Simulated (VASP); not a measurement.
# CsLiCr2Te2S3 (P3m1) in VASP: settings compared, part 2 of 2

VASP 6.6.1. Earlier steps stand in the parts before.

### 4 Relaxation of cell and atoms, LDA, collinear spin, ferromagnetic start

This run uses another cell than the first one, of 23.82 Å³/atom, 1.095 times its volume.

INCAR

```
SYSTEM = CsLiCr2Te2S3
ALGO = Normal
EDIFF = 1E-6
EDIFFG = -0.01
ENCUT = 600
GGA = CA
IBRION = 2
ISIF = 3
ISMEAR = -1
ISPIN = 2
KPAR = 4
LASPH = .True.
LCHARG = .False.
LMAXMIX = 4
LORBIT = 11
LREAL = .False.
LWAVE = .False.
MAGMOM = 0 0 3 3 0 0 0 0 0
NELM = 150
NSW = 60
PREC = Accurate
SIGMA = 0.05
```

KPOINTS

```
k-points
0
Gamma
  6 6 1
  0 0 0
```

POSCAR

```
CsLiCr2Te2S3
1.0
    3.6035800000      0.0000000000      0.0000000000
   -1.8017900000      3.1207900000      0.0000000000
    0.0000000000      0.0000000000     19.0665100000
Cs Li Cr Te S
1 1 2 2 3
Direct
    0.0000000000      0.0000000000      0.3739900000
    0.6666700000      0.3333300000      0.0160700000
    0.0000000000      0.0000000000      0.8663700000
    0.3333300000      0.6666700000      0.1683300000
    0.3333300000      0.6666700000      0.5389100000
    0.6666700000      0.3333300000      0.7727600000
    0.0000000000      0.0000000000      0.1003000000
    0.3333300000      0.6666700000      0.9292000000
    0.6666700000      0.3333300000      0.2340800000
```

Potentials or basis: VASP PAW LDA potentials, release 64 (Cs_sv, Li_sv, Cr_pv, Te, S).

Started as:

```console
cat potpaw_LDA.64/Cs_sv/POTCAR potpaw_LDA.64/Li_sv/POTCAR potpaw_LDA.64/Cr_pv/POTCAR potpaw_LDA.64/Te/POTCAR potpaw_LDA.64/S/POTCAR > POTCAR
mpirun -np 4 vasp_std > vasp.out
```

It took 48 min on 4 MPI ranks of Intel Xeon 6975P-C (Granite Rapids), shared host; peak memory 0.54 GiB.

The run converged. Its results:

```
Free energy                                           : -51.4641 eV
Relaxed volume                                        : 20.87 Å³/atom
Relaxed cell                                          : a = 3.491 Å, b = 3.491 Å, c = 17.788 Å, α = 90.00°, β = 90.00°, γ = 120.00°
Space group after relaxing (to 0.05 Å)                : P3m1 (No. 156)
Energy gained by relaxing                             : 41.8 meV/atom
Ionic steps                                           : 47
Pressure after relaxing                               : 0.0 GPa
Largest force after relaxing                          : 0.008 eV/Å
Net moment                                            : 5.42 μB per cell
Site moments                                          : Cs -0.00; Li -0.00; Cr +2.48, +2.76; Te +0.01, -0.11; S -0.02, -0.04 μB
Valence electrons inside the program's atomic spheres : Cs 6.61; Li 2.07; Cr 10.83, 10.75; Te 3.27, 3.41; S 3.77, 3.76
```

Forces in eV/Å, atoms in the order of the input:
```
Cs   0.000  0.000  0.003
Li   0.000  0.000 -0.002
Cr   0.000  0.000 -0.008
Cr   0.000  0.000  0.003
Te   0.000  0.000  0.008
Te   0.000  0.000 -0.001
S    0.000  0.000  0.000
S    0.000  0.000 -0.001
S    0.000  0.000 -0.002
```

The path:
```csv
step,energy change (eV),largest force (eV/Å),pressure (GPa),volume (Å³)
1,0.0000,0.6476,-4.99,214.42
3,-0.3072,0.3267,-0.15,197.39
5,-0.3274,0.2729,0.01,194.62
7,-0.3324,0.1137,-0.09,194.72
9,-0.3364,0.1100,0.11,193.27
11,-0.3384,0.1048,0.28,192.53
13,-0.3413,0.0957,0.04,192.38
15,-0.3465,0.0876,-0.28,192.76
17,-0.3473,0.1276,-0.47,193.00
19,-0.3506,0.1251,-0.26,192.15
21,-0.3535,0.1852,0.13,190.72
23,-0.3616,0.1755,0.22,189.13
25,-0.3663,0.0865,-0.41,190.03
27,-0.3697,0.1823,-0.12,188.12
29,-0.3722,0.0843,0.06,187.72
31,-0.3737,0.0791,0.12,187.55
33,-0.3747,0.0533,-0.06,188.04
35,-0.3753,0.0512,0.01,187.90
37,-0.3753,0.0438,0.04,187.95
39,-0.3756,0.0321,0.02,187.96
41,-0.3758,0.0182,-0.05,188.12
43,-0.3759,0.0132,-0.02,187.84
45,-0.3759,0.0130,0.05,187.77
47,-0.3759,0.0083,0.00,187.79
```

Final structure:
```yaml
crystal:
  lattice:
    - [3.49142, -0.00001, 0.00002]
    - [-1.74572, 3.02365, -0.00002]
    - [0.00009, -0.00005, 17.78834]
  atoms:
    - { symbol: Cs, position: [0.00000, 0.00000, 0.38264] }
    - { symbol: Li, position: [0.66667, 0.33333, 0.01285] }
    - { symbol: Cr, position: [0.00000, 0.00000, 0.85864] }
    - { symbol: Cr, position: [0.33333, 0.66667, 0.16994] }
    - { symbol: Te, position: [0.33333, 0.66667, 0.55749] }
    - { symbol: Te, position: [0.66667, 0.33333, 0.75958] }
    - { symbol: S, position: [0.00000, 0.00000, 0.09791] }
    - { symbol: S, position: [0.33334, 0.66666, 0.92232] }
    - { symbol: S, position: [0.66667, 0.33333, 0.23863] }
```

Levels at points of the mesh, in eV from the Fermi level:
Spin up:
| k point | band 32 | band 33 | band 34 | band 35 | band 36 | band 37 | band 38 | band 39 | band 40 | band 41 |
| --- | --- | --- | --- | --- | --- | --- | --- | --- | --- | --- |
| (0.00, 0.00, 0.00) | -0.75 | -0.19 | 0.58 | 0.58 | 1.25 | 1.89 | 1.89 | 2.23 | 2.23 | 2.97 |
| (0.50, 0.00, 0.00) | -1.14 | -1.03 | -0.83 | -0.72 | -0.57 | 0.38 | 0.53 | 1.48 | 1.61 | 1.71 |
| (0.50, 0.50, 0.00) | -1.14 | -1.03 | -0.83 | -0.72 | -0.57 | 0.38 | 0.53 | 1.48 | 1.61 | 1.71 |
Spin down:
```tsv
k point	band 26	band 27	band 28	band 29	band 30	band 31	band 32	band 33	band 34	band 35
(0.00, 0.00, 0.00)	-1.00	-1.00	0.46	0.46	0.53	0.53	0.97	1.00	1.00	1.35
(0.50, 0.00, 0.00)	-2.87	-2.69	-2.22	-1.16	-1.00	-0.08	0.22	0.40	0.80	1.38
(0.50, 0.50, 0.00)	-2.87	-2.69	-2.22	-1.16	-1.00	-0.08	0.22	0.40	0.80	1.38
```

Caveat: the cutoff is under 1.25 times the usual one of these potentials, so pressure, stress and relaxed cells hold a basis-set (Pulay) error; spin-orbit coupling is left out, which moves the levels of the heavy elements; only a ferromagnetic start was run, and an antiferromagnetic order may lie lower in energy.

### 5 Overview

```csv
task,level,potentials or basis,cell,cutoff (eV),gap on the mesh (eV),moment (μB),largest force (eV/Å)
single point,PBE+D4,"VASP PAW PBE potentials, release 64 (Cs_sv, Li_sv, Cr_pv, Te, S)","a = 3.559, b = 3.559, c = 17.847 Å, angles 90.0, 90.0, 120.0°, 9 atoms",520,none,5.68,0.01
single point,PBEsol+D3(BJ),"VASP PAW PBE potentials, release 64 (Cs_sv, Li_sv, Cr_pv, Te, S)","a = 3.521, b = 3.521, c = 17.620 Å, angles 90.0, 90.0, 120.0°, 9 atoms",520,none,5.85,0.10
relaxation of cell and atoms,LDA,"VASP PAW LDA potentials, release 64 (Cs_sv, Li_sv, Cr_pv, Te, S)","relaxed from a = 3.604, b = 3.604, c = 19.067 Å, angles 90.0, 90.0, 120.0°, 9 atoms",600,none,5.42,0.01
```

Alike in all rows: spin collinear, ferromagnetic start; k mesh 6 × 6 × 1; smearing fermi-dirac 0.05 eV.

Caveats: the cutoff is under 1.25 times the usual one of these potentials, so pressure, stress and relaxed cells hold a basis-set (Pulay) error; spin-orbit coupling is left out, which moves the levels of the heavy elements; only a ferromagnetic start was run, and an antiferromagnetic order may lie lower in energy; pairwise dispersion overbinds metals, which lowers pressure and volume (some runs); the PAW data sets were made with another functional, which shifts forces and pressure a little (some runs).

Absolute energies hang on the potentials; compare differences alone.
